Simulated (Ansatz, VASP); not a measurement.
# Two plane-wave programs on Ta4O

```xyz
5
Lattice="3.2575 0.0000 0.0000 0.0000 3.2575 0.0000 0.0000 0.0000 7.4093" Properties=species:S:1:pos:R:3 pbc="T T T"
Ta    0.0000    0.0000    3.7047
Ta    1.6287    1.6287    5.8027
Ta    1.6287    1.6287    1.6067
Ta    0.0000    0.0000    0.0000
O     1.6287    1.6287    3.7047
```

Alike in both runs: task single point; functional PBEsol; k mesh 6 × 6 × 2; occupations gaussian, width 0.1 eV; no spin polarisation.

|  | VASP | Ansatz |
| --- | --- | --- |
| version | VASP 6.6.1 | Ansatz 0.2.0 |
| potentials or method | VASP PAW PBE potentials, release 64 (Ta_pv, O), cutoff 520 eV | scalar-relativistic, plane waves, PAW |
| valence electrons in the cell | 50 | 58 |

```tsv
	VASP	Ansatz	Ansatz less VASP
gap on the k mesh at the Fermi level (eV)	none	none	-
pressure (GPa)	-7.8	-8.1	-0.27
traceless stress, the component that is largest in VASP (GPa)	-0.22	-0.34	-0.114
rms of the force components (eV/Å)	0.037	0.050	+0.0132
```

VASP's potentials were made for PBE, not for PBEsol. Atom by atom the forces differ by 0.013 eV/Å (rms over components). A gap of «none» marks a metal or a gap that the smearing closes. VASP's potentials hold 50 valence electrons a cell and Ansatz's 58, so a difference there can come from the potentials and not from the codes.

The k mesh is coarse, so the values compare programs but aren't converged. Neither program's run includes spin-orbit coupling.
